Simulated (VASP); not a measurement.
# C (Cm) in VASP: single point with LDA

Aim: the single point of C with LDA.

Everything below comes from runs of VASP 6.6.1. Logs are shortened: lines on timing, memory, paths and dates and some standing lists are left out, and cuts for length are marked.

## 1. The cell of the first run

The structure is monoclinic, space group Cm (No. 8). The conventional cell has a = 7.232 Å, b = 4.890 Å, c = 4.366 Å, α = 90.00°, β = 116.74°, γ = 90.00°. Within 1.8 Å of C (site symmetry m) lie 3 C at 1.34 to 1.45 Å. C (site symmetry m) has 3 C at 1.41 Å within 1.9 Å. C (site symmetry 1) has 3 C at 1.41 Å within 1.9 Å. Within 1.8 Å of C (site symmetry m) lie 3 C at 1.34 to 1.41 Å. Within 1.9 Å of C (site symmetry m) lie 3 C at 1.41 Å. C (site symmetry 1) has 3 C at 1.41 to 1.45 Å within 1.9 Å.

## 2. Single point, LDA (atom 1 (C) moved +0.075 Å towards its neighbour atom 5 (C) at 1.412 Å)

Contents of INCAR:

```
PREC = Accurate ; ENCUT = 520
EDIFF = 1E-6 ; ISMEAR = 0
SIGMA = 0.05 ; LREAL = F
LASPH = T ; NELM = 80
ALGO = Normal ; ISIF = 2
LWAVE = F ; LCHARG = F
GGA = CA ; NBANDS = 26
```

Contents of KPOINTS:

```
Automatic mesh
0
Gamma
  8 8 8
```

Contents of POSCAR:

```
C
1.0
    1.3916690928      2.4448680937     -3.3373019203
    1.3916690928     -2.4448680937     -3.3373019203
   -2.8429274761      0.0000000000     -3.3141068708
C
8
Direct
    0.9254774122      0.4254774122      0.6489113096
    0.4166166134      0.9166166134      0.6666169904
    0.9166166134      0.9166166134      0.1666169904
    0.4166166134      0.4166166134      0.1666169904
    0.0833833866      0.5833833866      0.3333830096
    0.5833833866      0.0833833866      0.3333830096
    0.0833833866      0.0833833866      0.8333830096
    0.5833833866      0.5833833866      0.8333830096
```

Potentials or basis: VASP PAW LDA potentials, release 64 (C).

Run with:

```sh
$ cat potpaw_LDA.64/C/POTCAR > POTCAR
$ mpirun -np 1 vasp_std > vasp.out
```

OUTCAR:

```text
PREC = Accurate
   ENCUT = 520
   EDIFF = 1E-6
   ISMEAR = 0
   LREAL = F
   LASPH = T
   NELM = 80
   ISIF = 2
   GGA = CA

 ion  position               nearest neighbor table
   1  0.925  0.425  0.649-   5 1.34   7 1.45   8 1.45
   2  0.417  0.917  0.667-   7 1.41   8 1.41   6 1.41
   3  0.917  0.917  0.167-   5 1.41   6 1.41   7 1.41
   4  0.417  0.417  0.167-   5 1.41   6 1.41   8 1.41
   5  0.083  0.583  0.333-   1 1.34   3 1.41   4 1.41
   6  0.583  0.083  0.333-   3 1.41   4 1.41   2 1.41
   7  0.083  0.083  0.833-   2 1.41   3 1.41   1 1.45
   8  0.583  0.583  0.833-   2 1.41   4 1.41   1 1.45

  LATTYP: Found a base centered monoclinic cell.
 ALAT       =     7.2316877618
 B/A-ratio  =     0.6761542186
 C/A-ratio  =     0.6037885874
 COS(beta)  =    -0.4499394773

  Lattice vectors:

 A1 = (  -1.3916690928,  -2.4448680937,   3.3373019203)
 A2 = (  -1.3916690928,   2.4448680937,   3.3373019203)
 A3 = (  -2.8429274761,   0.0000000000,  -3.3141068708)

Analysis of symmetry for initial positions (statically):
=====================================================================
 Subroutine PRICEL returns:
 Original cell was already a primitive cell.

 Routine SETGRP: Setting up the symmetry group for a
 base centered monoclinic supercell.

 Subroutine GETGRP returns: Found  2 space group operations
 (whereof  1 operations were pure point group operations)
 out of a pool of  4 trial point group operations.

The static configuration has the point symmetry C_1 .
 The point group associated with its full space group is C_1h.

Analysis of symmetry for dynamics (positions and initial velocities):
=====================================================================
 Subroutine PRICEL returns:
 Original cell was already a primitive cell.

 Routine SETGRP: Setting up the symmetry group for a
 base centered monoclinic supercell.

 Subroutine GETGRP returns: Found  2 space group operations
 (whereof  1 operations were pure point group operations)
 out of a pool of  4 trial point group operations.

The dynamic configuration has the point symmetry C_1 .
 The point group associated with its full space group is C_1h.

 Subroutine INISYM returns: Found  2 space group operations
 (whereof  1 operations are pure point group operations),
 and found     1 'primitive' translations

----------------------------------------------------------------------------------------

                                     Primitive cell

  volume of cell :      68.9445

  direct lattice vectors                    reciprocal lattice vectors
     1.391669093  2.444868094 -3.337301920     0.117522792  0.204510011 -0.100814122
     1.391669093 -2.444868094 -3.337301920     0.117522792 -0.204510011 -0.100814122
    -2.842927476  0.000000000 -3.314106871    -0.236690641  0.000000000 -0.098701004

  length of vectors
     4.364826110  4.364826110  4.366410538     0.256514012  0.256514012  0.256445603

  position of ions in fractional coordinates (direct lattice)
     0.925477412  0.425477412  0.648911310
     0.416616613  0.916616613  0.666616990
     0.916616613  0.916616613  0.166616990
     0.416616613  0.416616613  0.166616990
     0.083383387  0.583383387  0.333383010
     0.583383387  0.083383387  0.333383010
     0.083383387  0.083383387  0.833383010
     0.583383387  0.583383387  0.833383010

  ion indices of the primitive-cell ions
   primitive index   ion index
                 1           1
                 2           2
                 3           3
                 4           4
                 5           5
                 6           6
                 7           7
                 8           8

----------------------------------------------------------------------------------------

 KPOINTS: Automatic mesh

Automatic generation of k-mesh.
 Grid dimensions read from file:
 generate k-points for:    8    8    8

 Generating k-lattice:

  Cartesian coordinates                     Fractional coordinates (reciprocal lattice)
     0.014690349  0.025563751 -0.012601765     0.125000000  0.000000000  0.000000000
     0.014690349 -0.025563751 -0.012601765     0.000000000  0.125000000  0.000000000
    -0.029586330  0.000000000 -0.012337625     0.000000000  0.000000000  0.125000000

  Length of vectors
     0.032064251  0.032064251  0.032055700

  Shift w.r.t. Gamma in fractional coordinates (k-lattice)
     0.000000000  0.000000000  0.000000000

 Subroutine IBZKPT returns following result:
 ===========================================

 Found    150 irreducible k-points:

 Following reciprocal coordinates:
            Coordinates               Weight
  0.000000  0.000000  0.000000      1.000000
  0.125000 -0.000000  0.000000      4.000000
  0.250000 -0.000000  0.000000      4.000000
  0.375000 -0.000000  0.000000      4.000000
  0.500000 -0.000000  0.000000      2.000000
  0.125000  0.125000  0.000000      2.000000
[... 16 lines left out ...]
  0.125000  0.000000  0.125000      4.000000
  0.250000  0.000000  0.125000      4.000000
 [... further k-points ...]
   k-points           NKPTS =    150   k-points in BZ     NKDIM =    150   number of bands    NBANDS=     26
   number of dos      NEDOS =    301   number of ions     NIONS =      8
   total plane-waves  NPLWV =  32768
   dimension x,y,z NGX =    32 NGY =   32 NGZ =   32
   dimension x,y,z NGXF=    64 NGYF=   64 NGZF=   64
   ions per type =               8
   NGX,Y,Z   is equivalent  to a cutoff of  12.19, 12.19, 12.18 a.u.
   NGXF,Y,Z  is equivalent  to a cutoff of  24.38, 24.38, 24.37 a.u.
 SYSTEM =  unknown system
   PREC   = accura    normal or accurate (medium, high low for compatibility)
   ISTART =      0    job   : 0-new  1-cont  2-samecut
   ICHARG =      2    charge: 1-file 2-atom 10-const
   ISPIN  =      1    spin polarized calculation?
   LNONCOLLINEAR =      F non collinear calculations
   LSORBIT =      F    spin-orbit coupling
   LASPH  =      T    aspherical Exc in radial PAW
   ENCUT  =  520.0 eV  38.22 Ry    6.18 a.u.   8.12  8.12  8.12*2*pi/ulx,y,z
   NELM   =     80;   NELMIN=  2; NELMDL= -5     # of ELM steps
   EDIFF  = 0.1E-05   stopping-criterion for ELM
   LREAL  =      F    real-space projection
   EDIFFG = 0.1E-04   stopping-criterion for IOM
   NSW    =      0    number of steps for IOM
   IBRION =     -1    ionic relax: 0-MD 1-quasi-New 2-CG
   NFREE  =      0    steps in history (QN), initial steepest desc. (CG)
   ISIF   =      2    stress and relaxation
   ISYM   =      2    0-nonsym 1-usesym 2-fastsym
   POTIM  = 0.5000    time-step for ionic-motion
   TEBEG  =    0.0;   TEEND  =   0.0 temperature during run
   PSTRESS=    0.0 pullay stress
   NELECT =      32.0000    total number of electrons
   NUPDOWN=      -1.0000    fix difference up-down
   EMIN   =  10.00;   EMAX   =-10.00  energy-range for DOS
   EFERMI =   0.00;   METHOD = LEGACY
   ISMEAR =     0;   SIGMA  =   0.05  broadening in eV -4-tet -1-fermi 0-gaus
   EFERMI_NEDOS =   21; number of points for ismear=-14 and -15
   IALGO  =     38    algorithm
   IMIX   =      4    mixing-type and parameters
     AMIX     =   0.40;   BMIX     =  1.00
     AMIX_MAG =   1.60;   BMIX_MAG =  1.00
  volume/ion in A,a.u.               =       8.62        58.16
  Fermi-wavevector in a.u.,A,eV,Ry     =   1.267530  2.395284 21.859556  1.606632
  Thomas-Fermi vector in A             =   2.400673
   LORBIT       =      0    0 simple, 1 ext, 2 COOP (PROOUT), +10 PAW based schemes
   GGA     = CA    functional components
   LHFCALC =     F    Hartree Fock is set to
   AEXX    =    0.0000 exact exchange contribution
   IVDW    =     0    specifies the selected vdW correction
   LEPSILON=     F    determine dielectric tensor
   LRPA    =     F    only Hartree local field effects (RPA)
 non-spin polarized calculation
 Gauss-broadening in eV      SIGMA  =   0.05
  energy-cutoff  :      520.00
  volume of cell :       68.94
 maximum number of plane-waves:      1872
   NGX = 17   NGY = 17   NGZ = 17

 number of electron      32.0000002 magnetization

 Free energy of the ion-electron system (eV)
  ---------------------------------------------------
  ext. energy  EPLUGINS =         0.00000000
  ---------------------------------------------------
  free energy    TOTEN  =       -80.69897998 eV

  energy without entropy =      -80.69897998  energy(sigma->0) =      -80.69897998

 E-fermi :   4.8406     XC(G=0): -10.8519

 val. band max:        4.6538726688   @ k =  -0.3750   0.0000   0.3750
 cond. band min:       5.0271253865   @ k =  -0.3750   0.0000   0.3750
 fundamental gap:      0.3732527177
 Fermi energy:         4.8406207242

 k-point     1 :       0.0000    0.0000    0.0000
  band No.  band energies     occupation
      1     -14.8773      2.00000
      2      -9.5315      2.00000
      3      -9.1682      2.00000
      4      -9.1584      2.00000
      5      -8.5748      2.00000
      6      -8.4561      2.00000
[... 18 lines left out ...]
     25      13.7210      0.00000
     26      16.3421      0.00000

 k-point     2 :       0.1250   -0.0000    0.0000
  band No.  band energies     occupation
      1     -14.7781      2.00000
      2     -10.3058      2.00000
      3      -9.6448      2.00000
      4      -9.4275      2.00000
      5      -8.1546      2.00000
      6      -7.9288      2.00000
[... 18 lines left out ...]
     25      14.0557      0.00000
     26      16.0100      0.00000

 k-point     3 :       0.2500   -0.0000    0.0000
  band No.  band energies     occupation
      1     -14.4818      2.00000
      2     -11.4375      2.00000
      3     -10.0373      2.00000
      4      -9.8063      2.00000
      5      -7.3495      2.00000
      6      -7.0916      2.00000
[... 18 lines left out ...]
     25      15.0368      0.00000
     26      15.0887      0.00000

 k-point     4 :       0.3750   -0.0000    0.0000
  band No.  band energies     occupation
      1     -13.9929      2.00000
      2     -12.4523      2.00000
      3     -10.2800      2.00000
      4     -10.0491      2.00000
      5      -6.4527      2.00000
      6      -6.1706      2.00000
[... 18 lines left out ...]
     25      15.2730      0.00000
     26      15.5149      0.00000

 k-point     5 :       0.5000   -0.0000    0.0000
  band No.  band energies     occupation
      1     -13.3855      2.00000
      2     -13.2372      2.00000
      3     -10.3617      2.00000
      4     -10.1313      2.00000
      5      -5.8817      2.00000
      6      -5.5748      2.00000
[... 18 lines left out ...]
     25      15.9592      0.00000
     26      16.1089      0.00000

 k-point     6 :       0.1250    0.1250    0.0000
  band No.  band energies     occupation
      1     -14.7631      2.00000
      2     -10.2172      2.00000
      3      -9.7156      2.00000
      4      -9.5679      2.00000
      5      -7.9202      2.00000
      6      -7.8712      2.00000
[... 427 lines left out ...]
 k-point    21 :       0.5000    0.5000    0.0000
  band No.  band energies     occupation
      1     -13.3060      2.00000
      2     -13.0150      2.00000
      3     -10.5383      2.00000
      4     -10.4489      2.00000
      5      -5.4534      2.00000
      6      -5.4223      2.00000
[... 18 lines left out ...]
     25      14.5597      0.00000
     26      14.5954      0.00000

 k-point    22 :       0.0000    0.0000    0.1250
  band No.  band energies     occupation
      1     -14.7787      2.00000
      2     -10.2855      2.00000
      3      -9.6556      2.00000
      4      -9.4911      2.00000
      5      -7.9778      2.00000
      6      -7.9146      2.00000
[... 18 lines left out ...]
     25      13.7568      0.00000
     26      15.9965      0.00000

 k-point    23 :       0.1250    0.0000    0.1250
  band No.  band energies     occupation
      1     -14.7626      2.00000
      2     -10.2443      2.00000
      3      -9.7107      2.00000
      4      -9.4990      2.00000
      5      -8.1020      2.00000
      6      -7.8776      2.00000
[... 18 lines left out ...]
     25      14.0523      0.00000
     26      16.0247      0.00000

 k-point    24 :       0.2500    0.0000    0.1250
  band No.  band energies     occupation
      1     -14.5499      2.00000
      2     -10.9378      2.00000
      3     -10.5910      2.00000
      4      -8.9609      2.00000
      5      -8.3855      2.00000
      6      -6.6964      2.00000
[... 18 lines left out ...]
     25      14.8036      0.00000
     26      15.4147      0.00000

 [... further k-points ...]

------------------------ aborting loop because EDIFF is reached ----------------------------------------

  FORCE on cell =-STRESS in cart. coord.  units (eV):
  Direction    XX          YY          ZZ          XY          YZ          ZX
  --------------------------------------------------------------------------------------
  -------------------------------------------------------------------------------------
  Total        2.1952318     -0.0988056     -0.0269205      0.0000000      0.0000000     -0.0274310
  in kB       51.0142061     -2.2961077     -0.6255948      0.0000000      0.0000000     -0.6374588
  external PRESSURE =      16.0308345 kB  Pullay stress =       0.0000000 kB

 VOLUME and BASIS-vectors are now :
 -----------------------------------------------------------------------------
  energy-cutoff  :      520.00
  volume of cell :       68.94
      direct lattice vectors                 reciprocal lattice vectors
     1.391669093  2.444868094 -3.337301920     0.117522792  0.204510011 -0.100814122
     1.391669093 -2.444868094 -3.337301920     0.117522792 -0.204510011 -0.100814122
    -2.842927476  0.000000000 -3.314106871    -0.236690641  0.000000000 -0.098701004

 POSITION                                       TOTAL-FORCE (eV/Angst)
 -----------------------------------------------------------------------------------
      0.03527      1.22243     -6.65911        -5.415115      0.000000      0.032025
     -0.03972     -1.22243     -6.65864        -0.296133      0.000000      0.001091
      2.07757      0.00000     -6.67024         0.491013     -0.454919     -0.001587
      0.68590      0.00000     -3.33294         0.491013      0.454919     -0.001587
     -0.01987     -1.22243     -3.33007         2.723063      0.000000     -0.016140
     -0.01987      1.22243     -3.33007         0.054228      0.000000     -0.001157
     -2.13716      0.00000     -3.31847         0.975965     -0.512443     -0.006322
     -0.74549      0.00000     -6.65577         0.975965      0.512443     -0.006322
 -----------------------------------------------------------------------------------
    total drift:                                0.000042      0.000000      0.000142

  FREE ENERGIE OF THE ION-ELECTRON SYSTEM (eV)
  ---------------------------------------------------
  free  energy   TOTEN  =       -80.6989799845 eV

  energy  without entropy=      -80.6989799841  energy(sigma->0) =      -80.69897998
```

Wall time 1.9 min (1 thread of Intel Xeon Platinum 8488C (Sapphire Rapids), shared host); peak memory 0.24 GiB.

What came out:

```
Free energy   : -80.6990 eV
Pressure      : 1.6 GPa
Largest force : 5.415 eV/Å
```

Forces on the atoms (eV/Å):
```
C   -5.415  0.000  0.032
C   -0.296  0.000  0.001
C    0.491 -0.455 -0.002
C    0.491  0.455 -0.002
C    2.723  0.000 -0.016
C    0.054  0.000 -0.001
C    0.976 -0.512 -0.006
C    0.976  0.512 -0.006
```

Caveat: the cell differs from its parent crystal (atom 1 (C) moved +0.075 Å towards its neighbour atom 5 (C) at 1.412 Å); forces of over 1 eV/Å act on the atoms, so gaps and moduli don't describe the material at rest.
